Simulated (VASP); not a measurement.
Here is a VASP 6.6.1 calculation.

File INCAR:

```
PREC = Accurate ; ENCUT = 520
EDIFF = 1E-6 ; ISMEAR = 0
SIGMA = 0.1 ; LREAL = F
LASPH = T ; NELM = 100
ALGO = Fast ; ISIF = 2
LWAVE = F ; LCHARG = F
GGA = PS ; NBANDS = 22
```

KPOINTS

```
regular mesh
0
Gamma
  12 12 4
```

POSCAR

```
Na
1.0
    4.5668139295      0.0000000000      0.0000000000
   -2.2834069648      3.9549768773      0.0000000000
    0.0000000000      0.0000000000     15.1969056676
Na
4
Direct
    0.0000000000      0.0000000000      0.0000000000
    0.3333333300      0.6666666700      0.2500000000
    0.0000000000      0.0000000000      0.5000000000
    0.6666666700      0.3333333300      0.7500000000
```

Potentials or basis: VASP PAW PBE potentials, release 64 (Na_pv).

Run with:

```console
$ cat potpaw_PBE.64/Na_pv/POTCAR > POTCAR
$ mpirun -np 1 vasp_std > vasp.out
```

Problem. What does it give for the pressure?

Solution. -1.6 GPa.

Problem. Estimate the band gap on the k mesh.

Solution. Zero (bands 14 and 15 overlap by 2.66 eV).

Stress tensor (GPa, compression positive):
```
-1.54  0.00  0.00
 0.00 -1.54  0.00
 0.00  0.00 -1.62
```

Caveat: the cell differs from its parent crystal (Cs replaced by Na, lengths x 0.808, strained); the PAW data sets were made with another functional, which shifts forces and pressure a little.
